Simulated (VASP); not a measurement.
Input of a VASP 6.6.1 run:

File INCAR:

```
SYSTEM = Ge
PREC = Accurate
ENCUT = 520
EDIFF = 1E-6
ISMEAR = 0
SIGMA = 0.1
LREAL = .False.
LASPH = .True.
NELM = 80
ALGO = Normal
ISIF = 2
LWAVE = .False.
LCHARG = .False.
LDIPOL = .True.
IDIPOL = 3
DIPOL = 0.5 0.5 0.500
GGA = PE
NBANDS = 21
```

KPOINTS

```
regular mesh
0
Gamma
  12 12 1
  0 0 0
```

POSCAR

```
Ge
1.0
    3.8560000000      0.0000000000      0.0000000000
   -1.9280000000      3.3393939570      0.0000000000
    0.0000000000      0.0000000000     28.0000000000
Ge
2
Direct
    0.3333333333      0.6666666667      0.5025892857
    0.6666666667      0.3333333333      0.4974107143
```

Potentials or basis: VASP PAW PBE potentials, release 64 (Ge_d).

The run is started by

```bash
$ cat potpaw_PBE.64/Ge_d/POTCAR > POTCAR
$ mpirun -np 1 vasp_std > vasp.out
```

(1) What does it give for the largest force?

(2) What does it give for the band gap on the k mesh?

Answers

(1) 0.459 eV/Å.

(2) zero (filled and empty bands touch).
